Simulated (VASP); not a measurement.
# IrRh3 (Pm-3m) in VASP: single point with LDA

Aim: the single point of IrRh3 with LDA.

All numbers are computed with VASP 6.6.1; they aren't measurements. Logs are shortened: lines on timing, memory, paths and dates and some standing lists are left out, and cuts for length are marked.

## (1) The cell of the first run

It takes space group Pm-3m (No. 221, cubic). The conventional cell has a = 3.769 Å, b = 3.769 Å, c = 3.769 Å, α = 90.00°, β = 90.00°, γ = 90.00°. Ir (site symmetry m-3m) has 12 Rh at 2.66 Å within 3.5 Å. Within 3.5 Å of Rh (site symmetry 4/mmm) lie 4 Ir at 2.66 Å and 8 Rh at 2.66 Å.

## (2) Single point, LDA

Contents of INCAR:

```
PREC = Accurate ; ENCUT = 620
EDIFF = 1E-6 ; ISMEAR = -1
SIGMA = 0.1 ; LREAL = False
LASPH = True ; NELM = 120
ALGO = Normal ; ISIF = 2
LWAVE = False ; LCHARG = True
LELF = True ; LVHAR = True
NBANDS = 42 ; GGA_COMPAT = False
```

Contents of KPOINTS:

```
regular mesh
0
Gamma
  11 11 11
```

Contents of POSCAR:

```
IrRh3
1.0
    3.7688002001      0.0000000000      0.0000000000
    0.0000000000      3.7688002001      0.0000000000
    0.0000000000      0.0000000000      3.7688002001
Ir Rh
1 3
Direct
    0.0000000000      0.0000000000      0.0000000000
    0.0000000000      0.5000000000      0.5000000000
    0.5000000000      0.0000000000      0.5000000000
    0.5000000000      0.5000000000      0.0000000000
```

Potentials or basis: VASP PAW LDA potentials, release 64 (Ir_sv_GW, Rh_sv_GW).

The run is started by

```bash
$ cat potpaw_LDA.64/Ir_sv_GW/POTCAR potpaw_LDA.64/Rh_sv_GW/POTCAR > POTCAR
$ mpirun -np 1 vasp_std > vasp.out
```

OUTCAR:

```text
PREC = Accurate
   ENCUT = 620
   EDIFF = 1E-6
   ISMEAR = -1
   LREAL = False
   LASPH = True
   NELM = 120
   ISIF = 2

 ion  position               nearest neighbor table
   1  0.000  0.000  0.000-   2 2.66   3 2.66   4 2.66   2 2.66   3 2.66   2 2.66   4 2.66   2 2.66
                             3 2.66   4 2.66   3 2.66   4 2.66
   2  0.000  0.500  0.500-   1 2.66   3 2.66   4 2.66   1 2.66   4 2.66   1 2.66   3 2.66   1 2.66
                             3 2.66   4 2.66   4 2.66   3 2.66
   3  0.500  0.000  0.500-   1 2.66   2 2.66   4 2.66   1 2.66   4 2.66   2 2.66   4 2.66   4 2.66
                             1 2.66   2 2.66   1 2.66   2 2.66
   4  0.500  0.500  0.000-   1 2.66   2 2.66   3 2.66   2 2.66   3 2.66   1 2.66   3 2.66   3 2.66
                             1 2.66   2 2.66   2 2.66   1 2.66

  LATTYP: Found a simple cubic cell.
 ALAT       =     3.7688002001

  Lattice vectors:

 A1 = (   3.7688002001,   0.0000000000,   0.0000000000)
 A2 = (   0.0000000000,   3.7688002001,   0.0000000000)
 A3 = (   0.0000000000,   0.0000000000,   3.7688002001)

Analysis of symmetry for initial positions (statically):
=====================================================================
 Subroutine PRICEL returns:
 Original cell was already a primitive cell.

 Routine SETGRP: Setting up the symmetry group for a
 simple cubic supercell.

 Subroutine GETGRP returns: Found 48 space group operations
 (whereof 48 operations were pure point group operations)
 out of a pool of 48 trial point group operations.

The static configuration has the point symmetry O_h .

Analysis of symmetry for dynamics (positions and initial velocities):
=====================================================================
 Subroutine PRICEL returns:
 Original cell was already a primitive cell.

 Routine SETGRP: Setting up the symmetry group for a
 simple cubic supercell.

 Subroutine GETGRP returns: Found 48 space group operations
 (whereof 48 operations were pure point group operations)
 out of a pool of 48 trial point group operations.

The dynamic configuration has the point symmetry O_h .

 Subroutine INISYM returns: Found 48 space group operations
 (whereof 48 operations are pure point group operations),
 and found     1 'primitive' translations

----------------------------------------------------------------------------------------

                                     Primitive cell

  volume of cell :      53.5315

  direct lattice vectors                    reciprocal lattice vectors
     3.768800200  0.000000000  0.000000000     0.265336433  0.000000000  0.000000000
     0.000000000  3.768800200  0.000000000     0.000000000  0.265336433  0.000000000
     0.000000000  0.000000000  3.768800200     0.000000000  0.000000000  0.265336433

  length of vectors
     3.768800200  3.768800200  3.768800200     0.265336433  0.265336433  0.265336433

  position of ions in fractional coordinates (direct lattice)
     0.000000000  0.000000000  0.000000000
     0.000000000  0.500000000  0.500000000
     0.500000000  0.000000000  0.500000000
     0.500000000  0.500000000  0.000000000

  ion indices of the primitive-cell ions
   primitive index   ion index
                 1           1
                 2           2
                 3           3
                 4           4

----------------------------------------------------------------------------------------

 KPOINTS: regular mesh

Automatic generation of k-mesh.
 Grid dimensions read from file:
 generate k-points for:   11   11   11

 Generating k-lattice:

  Cartesian coordinates                     Fractional coordinates (reciprocal lattice)
     0.024121494  0.000000000  0.000000000     0.090909091  0.000000000  0.000000000
     0.000000000  0.024121494  0.000000000     0.000000000  0.090909091  0.000000000
     0.000000000  0.000000000  0.024121494     0.000000000  0.000000000  0.090909091

  Length of vectors
     0.024121494  0.024121494  0.024121494

  Shift w.r.t. Gamma in fractional coordinates (k-lattice)
     0.000000000  0.000000000  0.000000000

 Subroutine IBZKPT returns following result:
 ===========================================

 Found     56 irreducible k-points:

 Following reciprocal coordinates:
            Coordinates               Weight
  0.000000  0.000000  0.000000      1.000000
  0.090909  0.000000  0.000000      6.000000
  0.181818  0.000000  0.000000      6.000000
  0.272727  0.000000  0.000000      6.000000
  0.363636  0.000000  0.000000      6.000000
  0.454545  0.000000  0.000000      6.000000
[... 16 lines left out ...]
  0.181818  0.090909  0.090909     24.000000
  0.272727  0.090909  0.090909     24.000000
 [... further k-points ...]
   k-points           NKPTS =     56   k-points in BZ     NKDIM =     56   number of bands    NBANDS=     42
   number of dos      NEDOS =    301   number of ions     NIONS =      4
   total plane-waves  NPLWV =  32768
   dimension x,y,z NGX =    32 NGY =   32 NGZ =   32
   dimension x,y,z NGXF=    64 NGYF=   64 NGZF=   64
   ions per type =               1   3
   NGX,Y,Z   is equivalent  to a cutoff of  14.12, 14.12, 14.12 a.u.
   NGXF,Y,Z  is equivalent  to a cutoff of  28.23, 28.23, 28.23 a.u.
 SYSTEM =  unknown system
   PREC   = accura    normal or accurate (medium, high low for compatibility)
   ISTART =      0    job   : 0-new  1-cont  2-samecut
   ICHARG =      2    charge: 1-file 2-atom 10-const
   ISPIN  =      1    spin polarized calculation?
   LNONCOLLINEAR =      F non collinear calculations
   LSORBIT =      F    spin-orbit coupling
   LASPH  =      T    aspherical Exc in radial PAW
   ENCUT  =  620.0 eV  45.57 Ry    6.75 a.u.   7.65  7.65  7.65*2*pi/ulx,y,z
   NELM   =    120;   NELMIN=  2; NELMDL= -5     # of ELM steps
   EDIFF  = 0.1E-05   stopping-criterion for ELM
   LREAL  =      F    real-space projection
   EDIFFG = 0.1E-04   stopping-criterion for IOM
   NSW    =      0    number of steps for IOM
   IBRION =     -1    ionic relax: 0-MD 1-quasi-New 2-CG
   NFREE  =      0    steps in history (QN), initial steepest desc. (CG)
   ISIF   =      2    stress and relaxation
   ISYM   =      2    0-nonsym 1-usesym 2-fastsym
   POTIM  = 0.5000    time-step for ionic-motion
   TEBEG  =    0.0;   TEEND  =   0.0 temperature during run
   PSTRESS=    0.0 pullay stress
   NELECT =      68.0000    total number of electrons
   NUPDOWN=      -1.0000    fix difference up-down
   EMIN   =  10.00;   EMAX   =-10.00  energy-range for DOS
   EFERMI =   0.00;   METHOD = LEGACY
   ISMEAR =    -1;   SIGMA  =   0.10  broadening in eV -4-tet -1-fermi 0-gaus
   EFERMI_NEDOS =   21; number of points for ismear=-14 and -15
   IALGO  =     38    algorithm
   IMIX   =      4    mixing-type and parameters
     AMIX     =   0.40;   BMIX     =  1.00
     AMIX_MAG =   1.60;   BMIX_MAG =  1.00
  volume/ion in A,a.u.               =      13.38        90.31
  Fermi-wavevector in a.u.,A,eV,Ry     =   1.772997  3.350479 42.770168  3.143519
  Thomas-Fermi vector in A             =   2.839278
   LORBIT       =      0    0 simple, 1 ext, 2 COOP (PROOUT), +10 PAW based schemes
   GGA     = CA    functional components
   LHFCALC =     F    Hartree Fock is set to
   AEXX    =    0.0000 exact exchange contribution
   IVDW    =     0    specifies the selected vdW correction
   LEPSILON=     F    determine dielectric tensor
   LRPA    =     F    only Hartree local field effects (RPA)
 non-spin polarized calculation
  energy-cutoff  :      620.00
  volume of cell :       53.53
 maximum number of plane-waves:      1892
 NGX is ok and might be reduce to    32
   NGX = 15   NGY = 15   NGZ = 15

 number of electron      67.9999990 magnetization

 Free energy of the ion-electron system (eV)
  ---------------------------------------------------
  ext. energy  EPLUGINS =         0.00000000
  ---------------------------------------------------
  free energy    TOTEN  =       -34.51310752 eV

  energy without entropy =      -34.35499523  energy(sigma->0) =      -34.43405138

 E-fermi :  11.7137     XC(G=0): -14.7385

 val. band max:       11.7102436705   @ k =   0.2727   0.0000   0.0000
 cond. band min:      11.7260134069   @ k =   0.4545   0.1818   0.0909
 fundamental gap:      0.0157697363
 Fermi energy:        11.7137151908

 k-point     1 :       0.0000    0.0000    0.0000
  band No.  band energies     occupation
      1     -80.4972      2.00000
      2     -66.9053      2.00000
      3     -66.7752      2.00000
      4     -66.7752      2.00000
      5     -37.5853      2.00000
      6     -37.5853      2.00000
[... 34 lines left out ...]
     41      22.8779      0.00000
     42      24.5483      0.00000

 k-point     2 :       0.0909    0.0000    0.0000
  band No.  band energies     occupation
      1     -80.4974      2.00000
      2     -66.9031      2.00000
      3     -66.7775      2.00000
      4     -66.7751      2.00000
      5     -37.5840      2.00000
      6     -37.5840      2.00000
[... 34 lines left out ...]
     41      22.9347      0.00000
     42      24.1225      0.00000

 k-point     3 :       0.1818    0.0000    0.0000
  band No.  band energies     occupation
      1     -80.4973      2.00000
      2     -66.8964      2.00000
      3     -66.7843      2.00000
      4     -66.7751      2.00000
      5     -37.5804      2.00000
      6     -37.5804      2.00000
[... 34 lines left out ...]
     41      22.7906      0.00000
     42      23.5946      0.00000

 k-point     4 :       0.2727    0.0000    0.0000
  band No.  band energies     occupation
      1     -80.4973      2.00000
      2     -66.8862      2.00000
      3     -66.7946      2.00000
      4     -66.7750      2.00000
      5     -37.5757      2.00000
      6     -37.5757      2.00000
[... 844 lines left out ...]
     41      23.0280      0.00000
     42      23.8453      0.00000

 k-point    23 :       0.1818    0.0909    0.0909
  band No.  band energies     occupation
      1     -80.4972      2.00000
      2     -66.8921      2.00000
      3     -66.7851      2.00000
      4     -66.7785      2.00000
      5     -37.5829      2.00000
      6     -37.5810      2.00000
[... 34 lines left out ...]
     41      22.5673      0.00000
     42      23.0485      0.00000

 k-point    24 :       0.2727    0.0909    0.0909
  band No.  band energies     occupation
      1     -80.4973      2.00000
      2     -66.8822      2.00000
      3     -66.7951      2.00000
      4     -66.7784      2.00000
      5     -37.5791      2.00000
      6     -37.5773      2.00000
[... 34 lines left out ...]
     41      21.9132      0.00000
     42      22.3551      0.00000

 [... further k-points ...]
[... 5 lines left out ...]
  --------------------------------------------------------------------------------------
  -------------------------------------------------------------------------------------
  Total        0.1858485      0.1858485      0.1858485      0.0000000     -0.0000000     -0.0000000
  in kB        5.5623757      5.5623757      5.5623757      0.0000000     -0.0000000     -0.0000000
  external PRESSURE =       5.5623757 kB  Pullay stress =       0.0000000 kB

 VOLUME and BASIS-vectors are now :
 -----------------------------------------------------------------------------
  energy-cutoff  :      620.00
  volume of cell :       53.53
      direct lattice vectors                 reciprocal lattice vectors
     3.768800200  0.000000000  0.000000000     0.265336433  0.000000000  0.000000000
     0.000000000  3.768800200  0.000000000     0.000000000  0.265336433  0.000000000
     0.000000000  0.000000000  3.768800200     0.000000000  0.000000000  0.265336433

 POSITION                                       TOTAL-FORCE (eV/Angst)
 -----------------------------------------------------------------------------------
      0.00000      0.00000      0.00000         0.000000      0.000000      0.000000
      0.00000      1.88440      1.88440         0.000000      0.000000      0.000000
      1.88440      0.00000      1.88440         0.000000      0.000000      0.000000
      1.88440      1.88440      0.00000         0.000000      0.000000      0.000000
 -----------------------------------------------------------------------------------
    total drift:                                0.000000     -0.000000     -0.000000

  FREE ENERGIE OF THE ION-ELECTRON SYSTEM (eV)
  ---------------------------------------------------
  free  energy   TOTEN  =       -34.5131075244 eV

  energy  without entropy=      -34.3549952262  energy(sigma->0) =      -34.43405138
```

It took 99 s on 1 thread of Intel Xeon Platinum 8488C (Sapphire Rapids), shared host; peak memory 0.28 GiB.

What came out:

```
Free energy            : -34.5131 eV
Pressure               : 0.6 GPa
Band gap on the k mesh : zero (bands 34 and 35 overlap by 1.96 eV)
```

Caveat: spin-orbit coupling is left out, which moves the levels of the heavy elements.
